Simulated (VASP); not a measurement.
Here is a VASP 6.6.1 calculation.

Contents of INCAR:

```
PREC = Accurate ; ENCUT = 520
EDIFF = 1E-6 ; ISMEAR = 0
SIGMA = 0.15 ; LREAL = False
LASPH = True ; NELM = 100
ALGO = Normal ; ISIF = 2
LWAVE = False ; LCHARG = False
GGA = PE ; NBANDS = 12
```

File KPOINTS:

```
regular mesh
0
Gamma
  20 20 20
```

File POSCAR:

```
Ti
1.0
    0.0000000000      2.1282697019      1.6881435275
    2.1282697019      0.0000000000      1.6881435275
    2.1282697019      2.1282697019      0.0000000000
Ti
1
Direct
    0.0000000000      0.0000000000      0.0000000000
```

Potentials or basis: VASP PAW PBE potentials, release 64 (Ti_sv).

Run with:

```console
$ cat potpaw_PBE.64/Ti_sv/POTCAR > POTCAR
$ mpirun -np 1 vasp_std > vasp.out
```

**Question.** Predict the band gap on the k mesh.

**Answer.** Zero (band 6 reaches 10.63 eV, above the bottom of band 7 at 8.87 eV).

**Question.** What does it give for the pressure?

**Answer.** 15.7 GPa.

Stress tensor (GPa, compression positive):
```
15.24  0.00  0.00
 0.00 15.24  0.00
 0.00  0.00 16.71
```
